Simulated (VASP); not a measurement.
Set up this calculation in VASP 6.6.1, as the native input.

```
Task                   : relaxation of shape and atoms at fixed volume
Functional             : LDA
Potentials or basis    : VASP PAW LDA potentials, release 64 (Al, Ga_d, N)
Cutoff                 : 600 eV
k mesh                 : 8 × 8 × 6
Occupations            : gaussian, width 0.02 eV
Spin                   : no spin polarisation
Dipole correction      : no
Further INCAR settings : ALGO = Normal; EDIFF = 1e-07; IBRION = 2; EDIFFG = -0.01; NSW = 50; ISIF = 4
```

The structure of AlGaN2 lies in POSCAR:

```
AlGaN2
1.0
    3.0838167761      0.0000000000      0.0000000000
    0.0000000000      3.0838167761      0.0000000000
    0.0000000000      0.0000000000      4.3400409971
Al Ga N
1 1 2
Direct
    0.5000000000      0.5000000000      0.5000000000
    0.0000000000      0.0000000000      0.0000000000
    0.5000000000      0.0000000000      0.7400513253
    0.0000000000      0.5000000000      0.2599486747
```

One way to write it, as run:

INCAR

```
  PREC = Accurate
  ENCUT = 600
  EDIFF = 1E-7
  ISMEAR = 0
  SIGMA = 0.02
  LREAL = False
  LASPH = True
  NELM = 80
  ALGO = Normal
  ISIF = 4
  LWAVE = False
  LCHARG = False
  GGA = CA
  IBRION = 2
  NSW = 50
  EDIFFG = -0.01
```

KPOINTS

```
regular mesh
0
Gamma
  8 8 6
```

Potentials or basis: VASP PAW LDA potentials, release 64 (Al, Ga_d, N).

Launch:

```console
$ cat potpaw_LDA.64/Al/POTCAR potpaw_LDA.64/Ga_d/POTCAR potpaw_LDA.64/N/POTCAR > POTCAR
$ mpirun -np 1 vasp_std > vasp.out
```

Results of the run:

| Item | Value |
| --- | --- |
| Energy gained by relaxing | 0.0 meV/atom |
| Ionic steps | 3 |
| Pressure after relaxing | 7.6 GPa |
| Largest force after relaxing | 0.004 eV/Å |
| Band gap on the k mesh | 3.25 eV (least direct gap 3.29 eV) |

Wall time 94 s on 1 thread of Intel(R) Xeon(R) Platinum 8259CL CPU @ 2.50GHz (Skylake/Cascade Lake), on a shared host, peak memory 0.19 GiB.
